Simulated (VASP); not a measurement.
# H20CO12 in VASP: notebook, part 2 of 2

VASP 6.6.1. The steps go on from the part before.

### 4 Single point, PBE+D3(BJ)

The input, INCAR:

```
PREC = Accurate
ENCUT = 520
EDIFF = 1E-6
ISMEAR = -1
SIGMA = 0.05
LREAL = Auto
LASPH = T
NELM = 60
ALGO = Normal
ISIF = 2
LWAVE = F
LCHARG = F
GGA = PE
IVDW = 12
NBANDS = 70
```

The input, KPOINTS:

```
regular mesh
0
Gamma
  1 1 1
```

The input, POSCAR:

```
H20CO12
1.0
    7.3839930000      0.0000000000      0.0000000000
    0.0000000000      7.3839930000      0.0000000000
    0.0000000000      0.0000000000      7.3839930000
O H C
12 20 1
Direct
    0.5728472386      0.2392743330      0.2690955964
    0.1053765896      0.1690548732      0.2281827732
    0.5250275833      0.7875684606      0.4203010485
    0.7294968996      0.5776143071      0.6980369564
    0.3549299139      1.0687171562      0.6256912757
    0.8321649276      0.7260976548      0.1552547517
    0.5409403828      0.2858074215      0.8987684577
    0.3175788493      0.4851981848      0.3996618090
    0.8538469633      0.0076246009      0.8795782986
    0.9622571419      0.9366341490      0.4924977583
    0.1157910090      0.4702469247      0.8852121068
    0.3561487667      0.6393830547      1.0029939086
    0.5408997544      0.1156420381      0.2943123050
    0.5594534014      0.2476573312      0.1352655670
    0.1451247313      0.2895452366      0.2716687299
    0.0575704771      0.2008669293      0.1085726923
    0.4428227383      0.6861734566      0.3831666688
    0.6327335359      0.7828013921      0.3425517874
    0.7567585722      0.4803227739      0.6072459711
    0.6479691950      0.6570835048      0.6390715701
    0.4355637932      0.9805128472      0.5824220039
    0.2379200522      1.0315963192      0.5799030416
    0.8581264906      0.8030208046      0.0469122872
    0.8046865700      0.6116338409      0.0942985726
    0.4546320670      0.2196101757      0.8175116092
    0.5910894011      0.4046726480      0.8540907338
    0.3198946695      0.4804852876      0.5325844702
    0.4044288774      0.3906016704      0.3748107562
    0.7356724201      0.0692443777      0.8600224838
    0.8817857763     -0.0390980869      0.7579638821
    1.0010166586      1.0297409545      0.3924705779
    0.9306617707      0.8301064207      0.4227252111
    0.2399514734      0.5500411498      0.9441368647
```

The run is started by

```sh
cat potpaw_PBE.64/O/POTCAR potpaw_PBE.64/H/POTCAR potpaw_PBE.64/C/POTCAR > POTCAR
mpirun -np 1 vasp_gam > vasp.out
```

Run time: 45 s. Hardware: 1 thread of Intel Xeon Platinum 8488C (Sapphire Rapids), shared host; peak memory 0.37 GiB.

The run converged. Its results:

```yaml
Free_energy: -169.7854 eV
Pressure: -1.0 GPa
Largest_force: 2.635 eV/Å
Band_gap_on_the_k_mesh: 4.42 eV
Dispersion_energy_per_atom: -0.031 eV
```

Forces on the atoms (eV/Å):
```
O    0.000  0.633 -0.333
O    0.081  0.992 -0.184
O    0.031 -0.056  0.224
O    1.167 -2.336  0.351
O   -0.879  1.818  1.134
O    0.092 -0.167 -0.787
O    0.036  0.055  0.021
O   -0.706  0.564  1.029
O   -0.661  0.014 -0.319
O    0.738  1.627 -0.993
O   -0.261 -0.558 -0.249
O    0.725  0.361  0.243
H   -0.165 -0.656  0.342
H    0.025  0.147  0.132
H    0.031 -0.494  0.289
H   -0.205 -0.575  0.045
H    0.321  0.311  0.020
H   -0.138 -0.114 -0.253
H   -0.229  1.019  0.792
H   -1.092  1.200 -1.140
H    1.371 -1.593 -0.946
H   -0.528 -0.169 -0.010
H   -0.261  0.404  0.548
H   -0.024  0.011  0.399
H    0.574  0.758 -0.075
H   -0.566 -1.103 -0.408
H   -0.492  0.153 -0.282
H    1.153 -1.122 -0.947
H    0.630 -0.094  0.416
H    0.237  0.107 -0.091
H   -0.612 -1.213  1.195
H    0.056 -0.267 -0.240
C   -0.447  0.343  0.077
```

Stress tensor (GPa, compression positive):
```
 0.13 -1.13  0.14
-1.13 -1.13  0.25
 0.14  0.25 -1.88
```

Levels at points of the mesh, in eV from the valence-band top:
| k point | band 44 | band 45 | band 46 | band 47 | band 48 | band 49 | band 50 | band 51 | band 52 | band 53 |
| --- | --- | --- | --- | --- | --- | --- | --- | --- | --- | --- |
| (0.00, 0.00, 0.00) | -0.50 | -0.35 | -0.17 | -0.14 | 0.00 | 4.42 | 6.19 | 6.26 | 6.99 | 7.28 |

Caveat: the k points lie up to 0.85 Å⁻¹ apart.

### 5 Single point, PBE+D3(BJ)

The input, INCAR:

```
SYSTEM = H20CO12
ALGO = Normal
EDIFF = 1E-7
ENCUT = 520
GGA = PE
ISIF = 2
ISMEAR = -1
IVDW = 12
LASPH = .TRUE.
LCHARG = .FALSE.
LREAL = Auto
LWAVE = .FALSE.
NBANDS = 70
NELM = 60
PREC = Accurate
SIGMA = 0.05
```

The input, KPOINTS:

```
k-points
0
G
  1 1 1
  0 0 0
```

The input, POSCAR:

```
H20CO12
1.0
    7.3839930000      0.0000000000      0.0000000000
    0.0000000000      7.3839930000      0.0000000000
    0.0000000000      0.0000000000      7.3839930000
O H C
12 20 1
Direct
    0.5696782215      0.2372970830      0.2847375397
    0.0986322712      0.1437433649      0.1982531674
    0.5205313710      0.8246757547      0.3995805521
    0.7163739186      0.5353336603      0.7281290760
    0.3569207067      1.0480643738      0.6419561882
    0.8037385734      0.7386653806      0.1550109812
    0.5391121037      0.2382315368      0.8989580570
    0.3153578288      0.4527902451      0.4194207660
    0.8509488024      0.0127979536      0.8981184029
    0.9990529514      0.9142208017      0.5194208608
    0.1181474576      0.4858617824      0.8648978947
    0.3470479996      0.6669562119      0.9849955167
    0.5252171826      0.1166171203      0.3010430806
    0.5619452781      0.2550652472      0.1489302604
    0.1381366423      0.2725083840      0.2071372495
   -0.0035482157      0.1459372998      0.1111864543
    0.4456531852      0.7131236446      0.3999326652
    0.6250141353      0.8026009775      0.3191091866
    0.8435544292      0.5182020080      0.7243370897
    0.6840066073      0.6567855630      0.6856723727
    0.4187977968      0.9596298371      0.5558645573
    0.2335186396      1.0109164513      0.6269913853
    0.8288063112      0.8512602869      0.0756230403
    0.7606995294      0.6387059143      0.0899377884
    0.4591553649      0.1869449226      0.8002987002
    0.5767881958      0.3462083455      0.8334921228
    0.3000950841      0.3565279653      0.5082615869
    0.4258942282      0.3941498861      0.3551465989
    0.7439064474      0.0940683449      0.8909271718
    0.8660084049     -0.0228738028      0.7691231560
    1.0080182904      1.0300795247      0.4379066990
    0.9163605653      0.8496351500      0.4465199249
    0.2327466995      0.5716825571      0.9341151867
```

The run is started by

```sh
cat potpaw_PBE.64/O/POTCAR potpaw_PBE.64/H/POTCAR potpaw_PBE.64/C/POTCAR > POTCAR
mpirun -np 1 vasp_gam > vasp.out
```

It took 50 s on 1 thread of Intel Xeon Platinum 8488C (Sapphire Rapids), shared host; peak memory 0.37 GiB.

The run converged. Its results:

```yaml
Free_energy: -169.6294 eV
Pressure: -1.1 GPa
Largest_force: 3.446 eV/Å
Band_gap_on_the_k_mesh: 4.39 eV
Dispersion_energy_per_atom: -0.031 eV
```

Forces in eV/Å, atoms in the order of the input:
```
O    0.565  1.139 -1.584
O   -0.429  0.935 -0.088
O   -0.356 -0.386  0.366
O   -1.669  0.202  0.216
O    1.060 -0.470 -0.767
O    1.004  2.995  1.377
O   -0.479 -0.138 -0.863
O    1.149 -0.393 -0.797
O   -0.341  0.128 -0.592
O    0.721  3.151 -0.275
O   -0.490 -0.588  0.141
O    0.955  0.495  0.831
H   -0.473 -0.945  0.261
H   -0.015 -0.360  0.911
H   -0.221 -0.861  0.193
H    0.633 -0.144  0.184
H    0.267  0.294 -0.092
H    0.046 -0.268 -0.301
H    1.297  0.144 -0.149
H    0.299 -0.377  0.006
H    0.032  0.884  0.617
H   -1.056 -0.162  0.200
H   -0.518 -1.745  0.061
H   -0.606 -1.104 -1.478
H    0.063 -0.724  0.798
H    0.729  0.829  0.091
H   -0.292  0.058  0.341
H   -0.967  0.357  0.514
H   -0.177 -0.006  0.257
H    0.478 -0.008  0.508
H    0.251 -1.620  1.057
H   -0.978 -1.431 -0.952
C   -0.482  0.120 -0.993
```

Stress tensor (GPa, compression positive):
```
 0.60  0.99  0.35
 0.99 -1.57  1.22
 0.35  1.22 -2.27
```

Levels at points of the mesh, in eV from the valence-band top:
| k point | band 44 | band 45 | band 46 | band 47 | band 48 | band 49 | band 50 | band 51 | band 52 | band 53 |
| --- | --- | --- | --- | --- | --- | --- | --- | --- | --- | --- |
| (0.00, 0.00, 0.00) | -0.50 | -0.47 | -0.39 | -0.30 | 0.00 | 4.39 | 5.92 | 6.29 | 7.16 | 7.34 |

Caveat: the k points lie up to 0.85 Å⁻¹ apart.
